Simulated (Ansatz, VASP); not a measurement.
## N: VASP beside Ansatz

Contents of INCAR:

```
PREC = Accurate ; ENCUT = 600
EDIFF = 1E-6 ; ISMEAR = -1
SIGMA = 0.05 ; LREAL = False
LASPH = True ; NELM = 100
ALGO = Normal ; ISIF = 3
LWAVE = False ; LCHARG = False
GGA = PS ; IBRION = 2
NSW = 60 ; EDIFFG = -0.01
```

The input KPOINTS:

```
regular mesh
0
Gamma
  5 5 5
```

Contents of POSCAR:

```
N
1.0
    5.8151017200      0.0000000000      0.0000000000
    0.0000000000      5.8151017200      0.0000000000
    0.0000000000      0.0000000000      5.8151017200
N
8
Direct
    0.0458611400      0.4541388600      0.5458611400
    0.4541388600      0.5458611400      0.0458611400
    0.5458611400      0.0458611400      0.4541388600
    0.9541388600      0.9541388600      0.9541388600
    0.9360985600      0.5639014400      0.4360985600
    0.5639014400      0.4360985600      0.9360985600
    0.4360985600      0.9360985600      0.5639014400
    0.0639014400      0.0639014400      0.0639014400
```

Contents of input.yaml:

```yaml
crystal:
  lattice:
    - [5.81510172, 0.0, 0.0]
    - [0.0, 5.81510172, 0.0]
    - [0.0, 0.0, 5.81510172]
  atoms:
    - { symbol: "N", position: [0.04586114, 0.45413886, 0.54586114] }
    - { symbol: "N", position: [0.45413886, 0.54586114, 0.04586114] }
    - { symbol: "N", position: [0.54586114, 0.04586114, 0.45413886] }
    - { symbol: "N", position: [0.95413886, 0.95413886, 0.95413886] }
    - { symbol: "N", position: [0.93609856, 0.56390144, 0.43609856] }
    - { symbol: "N", position: [0.56390144, 0.43609856, 0.93609856] }
    - { symbol: "N", position: [0.43609856, 0.93609856, 0.56390144] }
    - { symbol: "N", position: [0.06390144, 0.06390144, 0.06390144] }
hamiltonian:
  xc: pbesol
  pseudopotentials: { kind: paw }
kpoints:
  mp_grid: { grid: [5, 5, 5] }
scf:
  occupations: { method: fermi_dirac, width: 0.05 }
output:
  forces: true
  stress: true
  eigenvalues: true
  write_density: true
  write_potential: true
  elf: true
  volumetric_format: npy
relax:
  f_tol: 0.01
  max_steps: 40
  cell: { stress_tol: 0.05 }
```

Alike in both runs: task relaxation of cell and atoms; functional PBEsol; k mesh 5 × 5 × 5; occupations fermi-dirac, width 0.05 eV; no spin polarisation.

|  | VASP | Ansatz |
| --- | --- | --- |
| version | VASP 6.6.1 | Ansatz 0.2.0 |
| potentials or method | VASP PAW PBE potentials, release 64 (N) | Ansatz PAW |
| plane-wave cutoff (eV) | 600 | 420 |
| valence electrons in the cell | 40 | 40 |

|  | VASP | Ansatz | Ansatz less VASP |
| --- | --- | --- | --- |
| gap on the k mesh at the Fermi level, each at its own relaxed structure (eV) | 7.34 | 7.65 | +0.317 |
| relaxed volume (Å³/atom) | 24.55 | 27.91 | +3.360 |
| relaxed cell length with the largest relative difference (Å) | 5.812 | 6.066 | +0.2540 |

VASP's potentials were made for PBE, not for PBEsol. One of these differences is far larger than is usual between the two programs; its cause wasn't traced.

Noted on VASP's run: the standard files for N, O and F lose accuracy on very short bonds. Noted on Ansatz's run: odd divisions of the mesh miss points on the zone boundary, where band edges often lie, so the gap on the mesh can be too wide; the plane-wave basis is chosen anew once the cell has moved, so the energies of steps on either side of that aren't comparable.
